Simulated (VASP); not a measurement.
# MgZrC (P-6m2) in VASP: single point with PBE

Aim: the single point of MgZrC with PBE.

All numbers are computed with VASP 6.6.1; they aren't measurements. Logs are shortened: lines on timing, memory, paths and dates and some standing lists are left out, and cuts for length are marked.

## (1) The cell of the first run

Symmetry: P-6m2, No. 187, hexagonal system. Conventional cell: a = 4.081 Å, b = 4.081 Å, c = 3.254 Å, α = 90.00°, β = 90.00°, γ = 120.00°. Mg (site symmetry -6m2) has 3 C at 2.36 Å and 6 Zr at 2.86 Å within 3.1 Å. Within 3.8 Å of Zr (site symmetry -6m2) lie 6 Mg at 2.86 Å and 6 C at 2.86 Å and 2 Zr at 3.25 Å. Within 3.1 Å of C (site symmetry -6m2) lie 3 Mg at 2.36 Å and 6 Zr at 2.86 Å.

## (2) Single point, PBE

Input file INCAR:

```
PREC = Accurate ; ENCUT = 520
EDIFF = 1E-7 ; ISMEAR = 0
SIGMA = 0.1 ; LREAL = False
LASPH = True ; NELM = 100
ALGO = Normal ; ISIF = 2
LWAVE = False ; LCHARG = False
GGA = PE ; NBANDS = 16
```

Input file KPOINTS:

```
Automatic mesh
0
Gamma
  6 6 6
```

Input file POSCAR:

```
MgZrC
1.0
    4.0812740900      0.0000000000      0.0000000000
   -2.0406370500      3.5344870400      0.0000000000
    0.0000000000      0.0000000000      3.2537622800
Mg Zr C
1 1 1
Direct
    0.6666666700      0.3333333300      0.5000000000
    0.0000000000      0.0000000000      0.0000000000
    0.3333333300      0.6666666700      0.5000000000
```

Potentials or basis: VASP PAW PBE potentials, release 64 (Mg, Zr_sv, C).

Started as:

```sh
> cat potpaw_PBE.64/Mg/POTCAR potpaw_PBE.64/Zr_sv/POTCAR potpaw_PBE.64/C/POTCAR > POTCAR
> mpirun -np 1 vasp_std > vasp.out
```

OUTCAR:

```text
PREC = Accurate
   ENCUT = 520
   EDIFF = 1E-7
   ISMEAR = 0
   LREAL = False
   LASPH = True
   NELM = 100
   ISIF = 2
   GGA = PE

 ion  position               nearest neighbor table
   1  0.667  0.333  0.500-   3 2.36   3 2.36   3 2.36   2 2.86   2 2.86   2 2.86   2 2.86   2 2.86
                             2 2.86
   2  0.000  0.000  0.000-   1 2.86   3 2.86   1 2.86   3 2.86   1 2.86   1 2.86   3 2.86   3 2.86
                             1 2.86   1 2.86   3 2.86   3 2.86
   3  0.333  0.667  0.500-   1 2.36   1 2.36   1 2.36   2 2.86   2 2.86   2 2.86   2 2.86   2 2.86
                             2 2.86

  LATTYP: Found a hexagonal cell.
 ALAT       =     4.0812740900
 C/A-ratio  =     0.7972417947

  Lattice vectors:

 A1 = (   4.0812740900,   0.0000000000,   0.0000000000)
 A2 = (  -2.0406370500,   3.5344870400,   0.0000000000)
 A3 = (   0.0000000000,   0.0000000000,   3.2537622800)

Analysis of symmetry for initial positions (statically):
=====================================================================
 Subroutine PRICEL returns:
 Original cell was already a primitive cell.

 Routine SETGRP: Setting up the symmetry group for a
 hexagonal supercell.

 Subroutine GETGRP returns: Found 12 space group operations
 (whereof 12 operations were pure point group operations)
 out of a pool of 24 trial point group operations.

The static configuration has the point symmetry D_3h.

Analysis of symmetry for dynamics (positions and initial velocities):
=====================================================================
 Subroutine PRICEL returns:
 Original cell was already a primitive cell.

 Routine SETGRP: Setting up the symmetry group for a
 hexagonal supercell.

 Subroutine GETGRP returns: Found 12 space group operations
 (whereof 12 operations were pure point group operations)
 out of a pool of 24 trial point group operations.

The dynamic configuration has the point symmetry D_3h.

 Subroutine INISYM returns: Found 12 space group operations
 (whereof 12 operations are pure point group operations),
 and found     1 'primitive' translations

----------------------------------------------------------------------------------------

                                     Primitive cell

  volume of cell :      46.9362

  direct lattice vectors                    reciprocal lattice vectors
     4.081274090  0.000000000  0.000000000     0.245021525  0.141463244  0.000000000
    -2.040637050  3.534487040  0.000000000     0.000000000  0.282926487  0.000000000
     0.000000000  0.000000000  3.253762280     0.000000000  0.000000000  0.307336527

  length of vectors
     4.081274090  4.081274091  3.253762280     0.282926487  0.282926487  0.307336527

  position of ions in fractional coordinates (direct lattice)
     0.666666670  0.333333330  0.500000000
     0.000000000  0.000000000  0.000000000
     0.333333330  0.666666670  0.500000000

  ion indices of the primitive-cell ions
   primitive index   ion index
                 1           1
                 2           2
                 3           3

----------------------------------------------------------------------------------------

 KPOINTS: Automatic mesh

Automatic generation of k-mesh.
 Grid dimensions read from file:
 generate k-points for:    6    6    6

 Generating k-lattice:

  Cartesian coordinates                     Fractional coordinates (reciprocal lattice)
     0.040836921  0.023577207  0.000000000     0.166666667  0.000000000  0.000000000
     0.000000000  0.047154414  0.000000000     0.000000000  0.166666667  0.000000000
     0.000000000  0.000000000  0.051222755     0.000000000  0.000000000  0.166666667

  Length of vectors
     0.047154414  0.047154414  0.051222755

  Shift w.r.t. Gamma in fractional coordinates (k-lattice)
     0.000000000  0.000000000  0.000000000

 Subroutine IBZKPT returns following result:
 ===========================================

 Found     28 irreducible k-points:

 Following reciprocal coordinates:
            Coordinates               Weight
  0.000000  0.000000  0.000000      1.000000
  0.166667  0.000000  0.000000      6.000000
  0.333333  0.000000  0.000000      6.000000
  0.500000  0.000000  0.000000      3.000000
  0.166667  0.166667  0.000000      6.000000
  0.333333  0.166667  0.000000     12.000000
[... 16 lines left out ...]
  0.166667  0.000000  0.500000      6.000000
  0.333333  0.000000  0.500000      6.000000
 [... further k-points ...]
   k-points           NKPTS =     28   k-points in BZ     NKDIM =     28   number of bands    NBANDS=     16
   number of dos      NEDOS =    301   number of ions     NIONS =      3
   total plane-waves  NPLWV =  21600
   dimension x,y,z NGX =    30 NGY =   30 NGZ =   24
   dimension x,y,z NGXF=    60 NGYF=   60 NGZF=   48
   ions per type =               1   1   1
   NGX,Y,Z   is equivalent  to a cutoff of  12.22, 12.22, 12.26 a.u.
   NGXF,Y,Z  is equivalent  to a cutoff of  24.44, 24.44, 24.52 a.u.
 SYSTEM =  unknown system
   PREC   = accura    normal or accurate (medium, high low for compatibility)
   ISTART =      0    job   : 0-new  1-cont  2-samecut
   ICHARG =      2    charge: 1-file 2-atom 10-const
   ISPIN  =      1    spin polarized calculation?
   LNONCOLLINEAR =      F non collinear calculations
   LSORBIT =      F    spin-orbit coupling
   LASPH  =      T    aspherical Exc in radial PAW
   ENCUT  =  520.0 eV  38.22 Ry    6.18 a.u.   7.59  7.59  6.05*2*pi/ulx,y,z
   NELM   =    100;   NELMIN=  2; NELMDL= -5     # of ELM steps
   EDIFF  = 0.1E-06   stopping-criterion for ELM
   LREAL  =      F    real-space projection
   EDIFFG = 0.1E-05   stopping-criterion for IOM
   NSW    =      0    number of steps for IOM
   IBRION =     -1    ionic relax: 0-MD 1-quasi-New 2-CG
   NFREE  =      0    steps in history (QN), initial steepest desc. (CG)
   ISIF   =      2    stress and relaxation
   ISYM   =      2    0-nonsym 1-usesym 2-fastsym
   POTIM  = 0.5000    time-step for ionic-motion
   TEBEG  =    0.0;   TEEND  =   0.0 temperature during run
   PSTRESS=    0.0 pullay stress
   NELECT =      18.0000    total number of electrons
   NUPDOWN=      -1.0000    fix difference up-down
   EMIN   =  10.00;   EMAX   =-10.00  energy-range for DOS
   EFERMI =   0.00;   METHOD = LEGACY
   ISMEAR =     0;   SIGMA  =   0.10  broadening in eV -4-tet -1-fermi 0-gaus
   EFERMI_NEDOS =   21; number of points for ismear=-14 and -15
   IALGO  =     38    algorithm
   IMIX   =      4    mixing-type and parameters
     AMIX     =   0.40;   BMIX     =  1.00
     AMIX_MAG =   1.60;   BMIX_MAG =  1.00
  volume/ion in A,a.u.               =      15.65       105.58
  Fermi-wavevector in a.u.,A,eV,Ry     =   1.189405  2.247649 19.247940  1.414684
  Thomas-Fermi vector in A             =   2.325513
   LORBIT       =      0    0 simple, 1 ext, 2 COOP (PROOUT), +10 PAW based schemes
   GGA     = PE    functional components
   LHFCALC =     F    Hartree Fock is set to
   AEXX    =    0.0000 exact exchange contribution
   IVDW    =     0    specifies the selected vdW correction
   LEPSILON=     F    determine dielectric tensor
   LRPA    =     F    only Hartree local field effects (RPA)
 non-spin polarized calculation
 Gauss-broadening in eV      SIGMA  =   0.10
  energy-cutoff  :      520.00
  volume of cell :       46.94
 maximum number of plane-waves:      1278
   NGX = 15   NGY = 15   NGZ = 13

 number of electron      17.9999999 magnetization

 Free energy of the ion-electron system (eV)
  ---------------------------------------------------
  ext. energy  EPLUGINS =         0.00000000
  ---------------------------------------------------
  free energy    TOTEN  =       -17.28799805 eV

  energy without entropy =      -17.28499818  energy(sigma->0) =      -17.28649811

 E-fermi :   7.1099     XC(G=0): -10.7831

 val. band max:        6.9268377342   @ k =   0.3333   0.3333   0.0000
 cond. band min:       7.1716565931   @ k =   0.1667   0.0000   0.3333
 fundamental gap:      0.2448188589
 Fermi energy:         7.1099459422

 k-point     1 :       0.0000    0.0000    0.0000
  band No.  band energies     occupation
      1     -42.4641      2.00000
      2     -20.4647      2.00000
      3     -20.4647      2.00000
      4     -20.2737      2.00000
      5      -3.9671      2.00000
      6       4.1621      2.00000
[... 8 lines left out ...]
     15      13.7126      0.00000
     16      13.7126      0.00000

 k-point     2 :       0.1667    0.0000    0.0000
  band No.  band energies     occupation
      1     -42.4631      2.00000
      2     -20.4846      2.00000
      3     -20.4693      2.00000
      4     -20.2722      2.00000
      5      -3.7435      2.00000
      6       3.0867      2.00000
[... 8 lines left out ...]
     15      13.6378      0.00000
     16      14.2077      0.00000

 k-point     3 :       0.3333    0.0000    0.0000
  band No.  band energies     occupation
      1     -42.4610      2.00000
      2     -20.5239      2.00000
      3     -20.4784      2.00000
      4     -20.2691      2.00000
      5      -3.2342      2.00000
      6       1.9318      2.00000
[... 8 lines left out ...]
     15      13.0584      0.00000
     16      15.3238      0.00000

 k-point     4 :       0.5000    0.0000    0.0000
  band No.  band energies     occupation
      1     -42.4600      2.00000
      2     -20.5434      2.00000
      3     -20.4829      2.00000
      4     -20.2676      2.00000
      5      -2.9337      2.00000
      6       1.4661      2.00000
[... 8 lines left out ...]
     15      11.8655      0.00000
     16      16.1044      0.00000
[... 324 lines left out ...]
 k-point    22 :       0.0000    0.0000    0.5000
  band No.  band energies     occupation
      1     -42.4243      2.00000
      2     -20.7374      2.00000
      3     -20.4143      2.00000
      4     -20.4143      2.00000
      5      -2.5050      2.00000
      6       2.2181      2.00000
[... 8 lines left out ...]
     15      12.2739      0.00000
     16      17.4618      0.00000

 k-point    23 :       0.1667    0.0000    0.5000
  band No.  band energies     occupation
      1     -42.4234      2.00000
      2     -20.7329      2.00000
      3     -20.4307      2.00000
      4     -20.4185      2.00000
      5      -2.4856      2.00000
      6       2.5710      2.00000
[... 8 lines left out ...]
     15      12.3943      0.00000
     16      16.1508      0.00000

 k-point    24 :       0.3333    0.0000    0.5000
  band No.  band energies     occupation
      1     -42.4216      2.00000
      2     -20.7238      2.00000
      3     -20.4632      2.00000
      4     -20.4267      2.00000
      5      -2.4346      2.00000
      6       3.3931      2.00000
[... 8 lines left out ...]
     15      12.6508      0.00000
     16      14.4403      0.00000

 [... further k-points ...]
[... 5 lines left out ...]
  --------------------------------------------------------------------------------------
  -------------------------------------------------------------------------------------
  Total       -6.5937853     -6.5937853      3.2600094      0.0000000      0.0000000      0.0000000
  in kB     -225.0802593   -225.0802591    111.2811117      0.0000003      0.0000000      0.0000000
  external PRESSURE =    -112.9598022 kB  Pullay stress =       0.0000000 kB

 VOLUME and BASIS-vectors are now :
 -----------------------------------------------------------------------------
  energy-cutoff  :      520.00
  volume of cell :       46.94
      direct lattice vectors                 reciprocal lattice vectors
     4.081274090  0.000000000  0.000000000     0.245021525  0.141463244  0.000000000
    -2.040637050  3.534487040  0.000000000     0.000000000  0.282926487  0.000000000
     0.000000000  0.000000000  3.253762280     0.000000000  0.000000000  0.307336527

 POSITION                                       TOTAL-FORCE (eV/Angst)
 -----------------------------------------------------------------------------------
      2.04064      1.17816      1.62688         0.000000      0.000000      0.000000
      0.00000      0.00000      0.00000         0.000000     -0.000000      0.000000
     -0.00000      2.35632      1.62688        -0.000000      0.000000      0.000000
 -----------------------------------------------------------------------------------
    total drift:                                0.000007     -0.000004     -0.000000

  FREE ENERGIE OF THE ION-ELECTRON SYSTEM (eV)
  ---------------------------------------------------
  free  energy   TOTEN  =       -17.2879980465 eV

  energy  without entropy=      -17.2849981817  energy(sigma->0) =      -17.28649811
```

Run time: 40 s. Hardware: 1 thread of AMD EPYC 7R13, shared host; peak memory 0.17 GiB.

What came out:

```
Free energy            : -17.2880 eV
Pressure               : -11.3 GPa
Band gap on the k mesh : zero (band 9 reaches 7.26 eV, above the bottom of band 10 at 6.83 eV)
```

Stress tensor (GPa, compression positive):
```
-22.51   0.00   0.00
  0.00 -22.51   0.00
  0.00   0.00  11.13
```
